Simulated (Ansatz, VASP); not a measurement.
# Hf in VASP and in Ansatz

INCAR

```
  PREC = Accurate
  ENCUT = 520
  EDIFF = 1E-6
  ISMEAR = 0
  SIGMA = 0.15
  LREAL = False
  LASPH = True
  NELM = 100
  ALGO = Normal
  ISIF = 2
  LWAVE = False
  LCHARG = False
  GGA = PS
  NBANDS = 11
```

File KPOINTS:

```
regular mesh
0
Gamma
  18 18 18
```

The input POSCAR:

```
Hf
1.0
   -1.8050000000      1.8050000000      1.8320750000
    1.8050000000     -1.8050000000      1.8320750000
    1.8050000000      1.8050000000     -1.8320750000
Hf
1
Direct
    0.0000000000      0.0000000000      0.0000000000
```

Input for Ansatz:

```yaml
crystal:
  lattice:
    - [-1.805, 1.805, 1.832075]
    - [1.805, -1.805, 1.832075]
    - [1.805, 1.805, -1.832075]
  atoms:
    - { symbol: Hf, position: [0.0, 0.0, 0.0] }
basis:
  ecutwfc: 420
kpoints:
  mp_grid: { grid: [18, 18, 18] }
hamiltonian:
  xc: pbesol
scf:
  occupations: { method: gaussian, width: 0.15 }
output:
  forces: true
  stress: true
  eigenvalues: true
```

Change from the starting cell: strain +0.000 along x and y, +0.015 along z, atoms carried along.

Alike in both runs: task single point; functional PBEsol; k mesh 18 × 18 × 18; occupations gaussian, width 0.15 eV; no spin polarisation.

|  | VASP | Ansatz |
| --- | --- | --- |
| version | VASP 6.6.1 | Ansatz 0.2.0 |
| potentials or method | VASP PAW PBE potentials, release 64 (Hf_pv), cutoff 520 eV | scalar-relativistic, plane waves, PAW |
| valence electrons in the cell | 10 | 26 |

|  | VASP | Ansatz | Ansatz less VASP |
| --- | --- | --- | --- |
| gap on the k mesh at the Fermi level (eV) | none | none | - |
| pressure (GPa) | -10.4 | -10.1 | +0.32 |
| traceless stress, the component that is largest in VASP (GPa) | 0.44 | 0.43 | -0.013 |

VASP's potentials were made for PBE, not for PBEsol. A gap of «none» marks a metal or a gap that the smearing closes. The functional is the same, so the differences come from potentials, cutoffs and numerics. VASP's potentials hold 10 valence electrons a cell and Ansatz's 26, so a difference there can come from the potentials and not from the codes.

Spin-orbit coupling is off throughout.
